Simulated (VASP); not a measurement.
Here is a VASP 6.6.1 calculation.

The input INCAR:

```
SYSTEM = PtSe2
  ALGO = Normal
  EDIFF = 1E-7
  ENCUT = 520
  GGA = PE
  ISIF = 2
  ISMEAR = -1
  LASPH = .TRUE.
  LCHARG = .FALSE.
  LREAL = .FALSE.
  LWAVE = .FALSE.
  NBANDS = 18
  NELM = 100
  PREC = Accurate
  SIGMA = 0.02
```

The input KPOINTS:

```
k-points
0
G
  12 12 6
  0 0 0
```

File POSCAR:

```
PtSe2
1.0
    3.7286503688      0.0000000000      0.0000000000
   -1.8643251844      3.2291059412      0.0000000000
    0.0000000000      0.0000000000      5.1188418787
Pt Se
1 2
Direct
    0.0000000000      0.0000000000      0.0000000000
    0.3333333333      0.6666666667      0.2529252967
    0.6666666667      0.3333333333      0.7470747033
```

Potentials or basis: VASP PAW PBE potentials, release 64 (Pt, Se).

Run with:

```console
$ cat potpaw_PBE.64/Pt/POTCAR potpaw_PBE.64/Se/POTCAR > POTCAR
$ mpirun -np 1 vasp_std > vasp.out
```

Task: What does it give for the largest force?

Result: 0.199 eV/Å.

Task: Predict the pressure.

Result: 4.7 GPa.

Forces on the atoms (eV/Å):
```
Pt   0.000  0.000  0.000
Se   0.000  0.000  0.199
Se   0.000  0.000 -0.199
```

Caveat: the cell differs from its parent crystal (uniaxial z strain -3.0%).
